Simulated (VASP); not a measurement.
Here is a VASP 6.6.1 calculation.

File INCAR:

```
SYSTEM = Cs
PREC = Accurate
ENCUT = 520
EDIFF = 1E-6
ISMEAR = 0
SIGMA = 0.15
LREAL = .False.
LASPH = .True.
NELM = 100
ALGO = Fast
ISIF = 2
LWAVE = .False.
LCHARG = .True.
GGA = PE
LELF = .True.
LVHAR = .True.
NBANDS = 10
```

The input KPOINTS:

```
Automatic mesh
0
Gamma
  12 12 12
  0 0 0
```

Contents of POSCAR:

```
Cs
1.0
   -3.1131750000      3.0225000000      3.1131750000
    2.9318250000     -3.0225000000      2.9318250000
    3.1131750000      3.0225000000     -3.1131750000
Cs
1
Direct
    0.0000000000      0.0000000000      0.0000000000
```

Potentials or basis: VASP PAW PBE potentials, release 64 (Cs_sv).

Launch:

```console
$ cat potpaw_PBE.64/Cs_sv/POTCAR > POTCAR
$ mpirun -np 1 vasp_std > vasp.out
```

What does it give for the pressure?

0.1 GPa.

What does it give for the band gap on the k mesh?

Zero (an odd number of electrons rules out a gap without spin polarisation).

Stress tensor (GPa, compression positive):
```
0.11 0.00 0.09
0.00 0.12 0.00
0.09 0.00 0.11
```

Caveat: the cell differs from its parent crystal (strain -0.0600 x Voigt [0, 0, 0, 0, 1, 0]); spin-orbit coupling is left out, which moves the levels of the heavy elements.
